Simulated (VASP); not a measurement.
A run of VASP 6.6.1 is set up as follows.

The input INCAR:

```
ALGO = Normal ; EDIFF = 1E-6
ENCUT = 520 ; GGA = PS
ISIF = 2 ; ISMEAR = 0
ISPIN = 2 ; LASPH = True
LCHARG = False ; LORBIT = 11
LREAL = False ; LWAVE = False
MAGMOM = 0.5 0.5 ; NBANDS = 20
NELM = 150 ; PREC = Accurate
SIGMA = 0.05
```

Contents of KPOINTS:

```
k-points
0
Gamma
  1 1 14
```

POSCAR

```
GaSb
1.0
    9.0000000000      0.0000000000      0.0000000000
    0.0000000000      9.3000000000      0.0000000000
    0.0000000000      0.0000000000      4.7632312434
Ga Sb
1 1
Direct
    0.5000000000      0.5000000000      0.0000000000
    0.5000000000      0.5000000000      0.4650000000
```

Potentials or basis: VASP PAW PBE potentials, release 64 (Ga_d, Sb).

Launch:

```console
$ cat potpaw_PBE.64/Ga_d/POTCAR potpaw_PBE.64/Sb/POTCAR > POTCAR
$ mpirun -np 1 vasp_std > vasp.out
```

(1) Estimate the site moments.

(2) What does it give for the largest force?

## Answers

(1) Ga +0.00; Sb +0.16 μB.

(2) 3.603 eV/Å.

Caveat: a moment this small can come from the mesh or the smearing; the PAW data sets were made with another functional, which shifts forces and pressure a little.
